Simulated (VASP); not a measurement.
# TaN: electric field gradients with PBE

The system is TaN.

```xyz
4
Lattice="3.0601 0.0000 0.0000 -1.5301 2.6502 0.0000 0.0000 0.0000 4.9564" Properties=species:S:1:pos:R:3 pbc="T T T"
Ta    0.0000    1.7668    0.0000
Ta    1.5301    0.8834    2.4782
N     0.0000    1.7668    1.9082
N     1.5301    0.8834    4.3864
```

This cell differs from its parent crystal: volume scaled by 1.01.

```json
{
 "Program": "VASP 6.6.1",
 "Task": "electric field gradients",
 "Functional": "PBE",
 "Potentials or basis": "VASP PAW PBE potentials, release 64 (Ta_pv, N)",
 "Cutoff": "520 eV",
 "k mesh": "9 × 9 × 5",
 "Occupations": "fermi-dirac, width 0.01 eV",
 "Spin": "no spin polarisation",
 "Dipole correction": "no",
 "Further INCAR settings": "ALGO = Normal; EDIFF = 1e-08; NBANDS = 24"
}
```

```
Pressure               : 133.1 GPa
Largest force          : 2.328 eV/Å
Band gap on the k mesh : zero (band 16 reaches 10.24 eV, above the bottom of band 17 at 8.05 eV)
```

Forces in eV/Å, atoms in the order of the input:
```
Ta   0.000  0.000  2.328
Ta   0.000  0.000  2.328
N    0.000  0.000 -2.328
N    0.000  0.000 -2.328
```

Stress tensor (GPa, compression positive):
```
141.17   0.00   0.00
  0.00 141.17   0.00
  0.00   0.00 116.98
```

Levels at points of the mesh, in eV from the Fermi level:
| k point | band 14 | band 15 | band 16 | band 17 | band 18 | band 19 |
| --- | --- | --- | --- | --- | --- | --- |
| (0.00, 0.00, 0.00) | -7.58 | -0.84 | -0.84 | -0.40 | 2.09 | 2.61 |

Electric field gradients, principal values (V/Å²):
```tsv
atom	least	middle	greatest (by size)
1 Ta	-61.236	-61.237	122.474
2 Ta	-61.236	-61.237	122.474
3 N	-5.378	-5.380	10.758
4 N	-5.378	-5.380	10.758
```

It took 52 s on 1 thread of Intel Xeon 8259CL, on a shared host, peak memory 0.18 GiB.

Caveat: without QUAD_EFG the Cq values of the log hold for a quadrupole moment of 1 mb, not for the nuclei; spin-orbit coupling is left out, which moves the levels of the heavy elements; forces of over 1 eV/Å act on the atoms, so gaps and moduli don't describe the material at rest.
